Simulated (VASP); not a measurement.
Input of a VASP 6.6.1 run:

Contents of INCAR:

```
PREC     = Accurate       # precision mode
ENCUT    = 520            # plane-wave cutoff, eV
EDIFF    = 1E-6           # SCF threshold, eV
ISMEAR   = -1             # smearing method
SIGMA    = 0.05           # smearing width, eV
LREAL    = Auto         
LASPH    = T              # aspherical terms in the spheres
NELM     = 100            # most SCF steps
ALGO     = Normal         # electronic algorithm
ISIF     = 2              # what is computed and relaxed
LWAVE    = F              # write WAVECAR
LCHARG   = T              # write CHGCAR
GGA      = PE             # functional
IVDW     = 12             # dispersion correction
LELF     = T              # ELF
LVHAR    = T            
NBANDS   = 58             # bands
```

File KPOINTS:

```
Automatic mesh
0
Gamma
  1 1 1
```

File POSCAR:

```
H18CO9
1.0
    6.7017590000      0.0000000000      0.0000000000
    0.0000000000      6.7017590000      0.0000000000
    0.0000000000      0.0000000000      6.7017590000
O H C
9 18 1
Direct
    0.7193186147      0.7755725027      0.0518819015
    0.0820083205      0.0998096171      0.8603412925
   -0.0209944882      0.1918003915      0.2919084378
    0.2730924821      0.7647395258      0.7572787980
    0.4421525752      0.3598756685      0.0623418419
    0.6250747005      0.1180884004      0.8203517912
    0.6002752412      0.2470843849      0.4443609506
    0.5552572093      0.7380002772      0.4866334346
    0.0410787675      0.5757145251      0.4103400316
    0.6479940565      0.8859912748     -0.0252918674
    0.6503964109      0.6543804395      0.0250083597
    0.1578093154     -0.0304546911      0.8384365955
    0.0866936576      0.1545265952      0.7295547333
    0.0237848004      0.3269738587      0.3165139182
   -0.0008654444      0.1452752927      0.1538700511
    0.3529073487      0.7756172670      0.6392202405
    0.1527509420      0.7185426990      0.7035615575
    0.4609536093      0.3120076386      0.1922032708
    0.3301968931      0.2833584437     -0.0021188467
    0.5881142548      0.2260152894      0.9177590540
    0.7716630813      0.1213561992      0.8396601549
    0.7345832639      0.2190171267      0.4081614991
    0.5928891206      0.1782367883      0.5721482972
    0.5990069174      0.8056243145      0.3649191205
    0.6183600455      0.6055872794      0.4952580360
    0.1562574840      0.6191359612      0.1414852429
    0.0705486425      0.8576106661      0.2789715357
    0.0779049202      0.6887594734      0.2699888194
```

Potentials or basis: VASP PAW PBE potentials, release 64 (O, H, C).

Launch:

```console
$ cat potpaw_PBE.64/O/POTCAR potpaw_PBE.64/H/POTCAR potpaw_PBE.64/C/POTCAR > POTCAR
$ mpirun -np 1 vasp_gam > vasp.out
```

Predict the largest force.

3.236 eV/Å.

What does it give for the pressure?

0.8 GPa.

Estimate the dispersion energy per atom.

-0.033 eV.

Forces in eV/Å, atoms in the order of the input:
```
O    0.049  1.898  0.017
O    0.309 -0.790  1.025
O   -0.368 -1.540 -0.111
O    0.187  0.759  1.944
O   -1.193  0.542 -2.958
O    1.238  0.051  0.787
O   -1.289  0.638 -0.205
O    0.018 -0.178  0.095
O   -0.492  0.507 -0.145
H    0.628 -1.045  0.420
H   -0.787 -0.925 -0.334
H   -0.091  0.359  0.123
H   -0.017  0.723 -1.084
H    0.411  0.867 -0.164
H    0.080  0.702  0.324
H    1.687  0.159 -1.099
H   -2.075 -1.108 -0.650
H    0.322 -1.033  2.628
H    0.612  0.579  0.737
H   -0.533 -0.127 -0.205
H   -0.213 -0.400 -0.441
H    1.559 -0.216 -1.018
H   -0.464 -0.051  0.740
H    0.191 -0.432 -0.035
H   -0.254  0.467 -0.361
H   -0.394  0.451 -0.428
H   -0.350 -0.710  0.132
C    1.230 -0.146  0.266
```

Caveat: the k points lie up to 0.94 Å⁻¹ apart.
